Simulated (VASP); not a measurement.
# Mg3Zr (Pm-3m) in VASP: single point with LDA

Aim: the single point of Mg3Zr with LDA.

All numbers are computed with VASP 6.6.1; they aren't measurements. Logs are shortened: lines on timing, memory, paths and dates and some standing lists are left out, and cuts for length are marked.

## Step 1: The cell of the first run

It takes space group Pm-3m (No. 221, cubic). The conventional cell has a = 4.442 Å, b = 4.442 Å, c = 4.442 Å, α = 90.00°, β = 90.00°, γ = 90.00°. Within 4.1 Å of Mg (site symmetry 4/mmm) lie 8 Mg at 3.14 Å and 4 Zr at 3.14 Å. Within 4.1 Å of Zr (site symmetry m-3m) lie 12 Mg at 3.14 Å.

## Step 2: Single point, LDA

Input file INCAR:

```
PREC = Accurate
ENCUT = 520
EDIFF = 1E-7
ISMEAR = -1
SIGMA = 0.15
LREAL = False
LASPH = True
NELM = 60
ALGO = Normal
ISIF = 2
LWAVE = False
LCHARG = False
GGA = CA
NBANDS = 17
```

Input file KPOINTS:

```
regular mesh
0
Gamma
  5 5 5
```

Input file POSCAR:

```
Mg3Zr
1.0
    4.4422052300      0.0000000000      0.0000000000
    0.0000000000      4.4422052300      0.0000000000
    0.0000000000      0.0000000000      4.4422052300
Mg Zr
3 1
Direct
    0.5000000000      0.5000000000      0.0000000000
    0.5000000000      0.0000000000      0.5000000000
    0.0000000000      0.5000000000      0.5000000000
    0.0000000000      0.0000000000      0.0000000000
```

Potentials or basis: VASP PAW LDA potentials, release 64 (Mg, Zr_sv).

Started as:

```
$ cat potpaw_LDA.64/Mg/POTCAR potpaw_LDA.64/Zr_sv/POTCAR > POTCAR
$ mpirun -np 1 vasp_std > vasp.out
```

OUTCAR:

```text
PREC = Accurate
   ENCUT = 520
   EDIFF = 1E-7
   ISMEAR = -1
   LREAL = False
   LASPH = True
   NELM = 60
   ISIF = 2
   GGA = CA

 ion  position               nearest neighbor table
   1  0.500  0.500  0.000-   2 3.14   3 3.14   4 3.14   2 3.14   3 3.14   2 3.14   4 3.14   2 3.14
                             3 3.14   4 3.14   3 3.14   4 3.14
   2  0.500  0.000  0.500-   1 3.14   3 3.14   4 3.14   1 3.14   4 3.14   1 3.14   3 3.14   1 3.14
                             3 3.14   4 3.14   4 3.14   3 3.14
   3  0.000  0.500  0.500-   1 3.14   2 3.14   4 3.14   1 3.14   4 3.14   2 3.14   4 3.14   4 3.14
                             1 3.14   2 3.14   1 3.14   2 3.14
   4  0.000  0.000  0.000-   1 3.14   2 3.14   3 3.14   2 3.14   3 3.14   1 3.14   3 3.14   3 3.14
                             1 3.14   2 3.14   2 3.14   1 3.14

  LATTYP: Found a simple cubic cell.
 ALAT       =     4.4422052300

  Lattice vectors:

 A1 = (   4.4422052300,   0.0000000000,   0.0000000000)
 A2 = (   0.0000000000,   4.4422052300,   0.0000000000)
 A3 = (   0.0000000000,   0.0000000000,   4.4422052300)

Analysis of symmetry for initial positions (statically):
=====================================================================
 Subroutine PRICEL returns:
 Original cell was already a primitive cell.

 Routine SETGRP: Setting up the symmetry group for a
 simple cubic supercell.

 Subroutine GETGRP returns: Found 48 space group operations
 (whereof 48 operations were pure point group operations)
 out of a pool of 48 trial point group operations.

The static configuration has the point symmetry O_h .

Analysis of symmetry for dynamics (positions and initial velocities):
=====================================================================
 Subroutine PRICEL returns:
 Original cell was already a primitive cell.

 Routine SETGRP: Setting up the symmetry group for a
 simple cubic supercell.

 Subroutine GETGRP returns: Found 48 space group operations
 (whereof 48 operations were pure point group operations)
 out of a pool of 48 trial point group operations.

The dynamic configuration has the point symmetry O_h .

 Subroutine INISYM returns: Found 48 space group operations
 (whereof 48 operations are pure point group operations),
 and found     1 'primitive' translations

----------------------------------------------------------------------------------------

[... 81 lines left out ...]
   EDIFF  = 0.1E-06   stopping-criterion for ELM
   LREAL  =      F    real-space projection
   EDIFFG = 0.1E-05   stopping-criterion for IOM
   NSW    =      0    number of steps for IOM
   IBRION =     -1    ionic relax: 0-MD 1-quasi-New 2-CG
   NFREE  =      0    steps in history (QN), initial steepest desc. (CG)
   ISIF   =      2    stress and relaxation
   ISYM   =      2    0-nonsym 1-usesym 2-fastsym
   POTIM  = 0.5000    time-step for ionic-motion
   TEBEG  =    0.0;   TEEND  =   0.0 temperature during run
   PSTRESS=    0.0 pullay stress
   NELECT =      18.0000    total number of electrons
   NUPDOWN=      -1.0000    fix difference up-down
   EMIN   =  10.00;   EMAX   =-10.00  energy-range for DOS
   EFERMI =   0.00;   METHOD = LEGACY
   ISMEAR =    -1;   SIGMA  =   0.15  broadening in eV -4-tet -1-fermi 0-gaus
   EFERMI_NEDOS =   21; number of points for ismear=-14 and -15
   IALGO  =     38    algorithm
   IMIX   =      4    mixing-type and parameters
     AMIX     =   0.40;   BMIX     =  1.00
     AMIX_MAG =   1.60;   BMIX_MAG =  1.00
  volume/ion in A,a.u.               =      21.91       147.89
  Fermi-wavevector in a.u.,A,eV,Ry     =   0.965829  1.825153 12.691872  0.932826
  Thomas-Fermi vector in A             =   2.095579
   LORBIT       =      0    0 simple, 1 ext, 2 COOP (PROOUT), +10 PAW based schemes
   GGA     = CA    functional components
   LHFCALC =     F    Hartree Fock is set to
   AEXX    =    0.0000 exact exchange contribution
   IVDW    =     0    specifies the selected vdW correction
   LEPSILON=     F    determine dielectric tensor
   LRPA    =     F    only Hartree local field effects (RPA)
 non-spin polarized calculation
  energy-cutoff  :      520.00
  volume of cell :       87.66
 maximum number of plane-waves:      2373
 NGX is ok and might be reduce to    36
   NGX = 17   NGY = 17   NGZ = 17

 number of electron      18.0000001 magnetization

 Free energy of the ion-electron system (eV)
  ---------------------------------------------------
  ext. energy  EPLUGINS =         0.00000000
  ---------------------------------------------------
  free energy    TOTEN  =       -14.78189662 eV

  energy without entropy =      -14.50999201  energy(sigma->0) =      -14.64594432

 E-fermi :   3.9669     XC(G=0):  -9.5599

 val. band max:        3.8952534897   @ k =   0.4000   0.4000   0.2000
 cond. band min:       4.0374250467   @ k =   0.4000   0.2000   0.2000
 fundamental gap:      0.1421715570
 Fermi energy:         3.9668583398

 k-point     1 :       0.0000    0.0000    0.0000
  band No.  band energies     occupation
      1     -44.6594      2.00000
      2     -22.8266      2.00000
      3     -22.8266      2.00000
      4     -22.8266      2.00000
      5      -2.4492      2.00000
      6       2.7717      1.99931
[... 177 lines left out ...]
      4     -22.8403      2.00000
      5       0.8893      2.00000
      6       1.8727      2.00000
[... 9 lines left out ...]
     16       8.5772      0.00000
     17       8.8345      0.00000

------------------------ aborting loop because EDIFF is reached ----------------------------------------

  FORCE on cell =-STRESS in cart. coord.  units (eV):
  Direction    XX          YY          ZZ          XY          YZ          ZX
  --------------------------------------------------------------------------------------
  -------------------------------------------------------------------------------------
  Total       -1.6276981     -1.6276981     -1.6276981      0.0000000      0.0000000      0.0000000
  in kB      -29.7501095    -29.7501095    -29.7501095      0.0000000      0.0000000      0.0000000
  external PRESSURE =     -29.7501095 kB  Pullay stress =       0.0000000 kB

 VOLUME and BASIS-vectors are now :
 -----------------------------------------------------------------------------
  energy-cutoff  :      520.00
  volume of cell :       87.66
      direct lattice vectors                 reciprocal lattice vectors
     4.442205230  0.000000000  0.000000000     0.225113417  0.000000000  0.000000000
     0.000000000  4.442205230  0.000000000     0.000000000  0.225113417  0.000000000
     0.000000000  0.000000000  4.442205230     0.000000000  0.000000000  0.225113417

 POSITION                                       TOTAL-FORCE (eV/Angst)
 -----------------------------------------------------------------------------------
      2.22110      2.22110      0.00000         0.000000      0.000000      0.000000
      2.22110      0.00000      2.22110         0.000000      0.000000      0.000000
      0.00000      2.22110      2.22110         0.000000      0.000000      0.000000
      0.00000      0.00000      0.00000         0.000000      0.000000      0.000000
 -----------------------------------------------------------------------------------
    total drift:                                0.000000     -0.000000     -0.000000

  FREE ENERGIE OF THE ION-ELECTRON SYSTEM (eV)
  ---------------------------------------------------
  free  energy   TOTEN  =       -14.7818966232 eV

  energy  without entropy=      -14.5099920150  energy(sigma->0) =      -14.64594432
```

OSZICAR:

```text
N       E                     dE             d eps       ncg     rms          rms(c)
DAV:   1     0.852811330858E+02    0.85281E+02   -0.76354E+03   340   0.917E+02
DAV:   2    -0.112501582268E+02   -0.96531E+02   -0.93122E+02   470   0.204E+02
DAV:   3    -0.153295365747E+02   -0.40794E+01   -0.40278E+01   556   0.346E+01
DAV:   4    -0.153824458896E+02   -0.52909E-01   -0.52863E-01   412   0.432E+00
DAV:   5    -0.153839650598E+02   -0.15192E-02   -0.15190E-02   539   0.498E-01    0.744E+00
DAV:   6    -0.148624225787E+02    0.52154E+00   -0.16896E+00   381   0.669E+00    0.221E+00
DAV:   7    -0.148047160440E+02    0.57707E-01   -0.10027E-01   408   0.165E+00    0.124E+00
DAV:   8    -0.147824212596E+02    0.22295E-01   -0.34544E-02   447   0.914E-01    0.238E-01
DAV:   9    -0.147819297866E+02    0.49147E-03   -0.13598E-03   418   0.285E-01    0.504E-02
DAV:  10    -0.147819001406E+02    0.29646E-04   -0.64606E-05   481   0.578E-02    0.835E-03
DAV:  11    -0.147818966787E+02    0.34618E-05   -0.44543E-06   434   0.167E-02    0.136E-03
DAV:  12    -0.147818966232E+02    0.55502E-07   -0.41785E-07   414   0.337E-03
   1 F= -.14781897E+02 E0= -.14645944E+02  d E =-.271905E+00
```

Run time: 6.8 s. Hardware: 1 thread of Intel Xeon 6975P-C (Granite Rapids), shared host; peak memory 0.17 GiB.

Results:

| Property | Result |
| --- | --- |
| Free energy | -14.7819 eV |
| Pressure | -3.0 GPa |
| Band gap on the k mesh | zero (band 9 reaches 4.76 eV, above the bottom of band 10 at 3.49 eV) |
